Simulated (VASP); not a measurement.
Crystal: As.

```
CELL_PARAMETERS angstrom
1.81275 -5.46309 0.00000
1.81275 5.46309 0.00000
0.00000 0.00000 4.44000
ATOMIC_POSITIONS crystal
As 0.39000 0.61000 0.56000
As 0.89000 0.11000 0.94000
As 0.61000 0.39000 0.44000
As 0.11000 0.89000 0.06000
```

Base run:

| Item | Value |
| --- | --- |
| Program | VASP 6.6.1 |
| Functional | PBE |
| Potentials or basis | VASP PAW PBE potentials, release 64 (As) |
| Cutoff | 520 eV |
| k mesh | 8 × 8 × 6 |
| Occupations | fermi-dirac, width 0.05 eV |
| Spin | no spin polarisation |

Its results: band gap on the k mesh 0.03 eV, indirect (least direct gap 0.10 eV); pressure 5.0 GPa; largest force 0.321 eV/Å.

**Question.** After a change of settings the same cell gave: band gap on the k mesh zero (band 10 reaches 4.91 eV, above the bottom of band 11 at 4.88 eV); pressure 1.6 GPa; largest force 0.252 eV/Å. Which change was it?
A. functional from PBE to PBEsol
B. functional from PBE to LDA; potentials or basis from VASP PAW PBE potentials, release 64 (As) to VASP PAW LDA potentials, release 64 (As)
C. functional from PBE to r2SCAN; further incar settings from ALGO = Normal; EDIFF = 1e-06; NBANDS = 18 to ALGO = Normal; EDIFF = 1e-07; NBANDS = 18

**Answer.** A.

PBEsol binds more tightly than PBE, so the same cell stands under less pressure.

Caveats: the PAW data sets were made with another functional, which shifts forces and pressure a little (some runs).
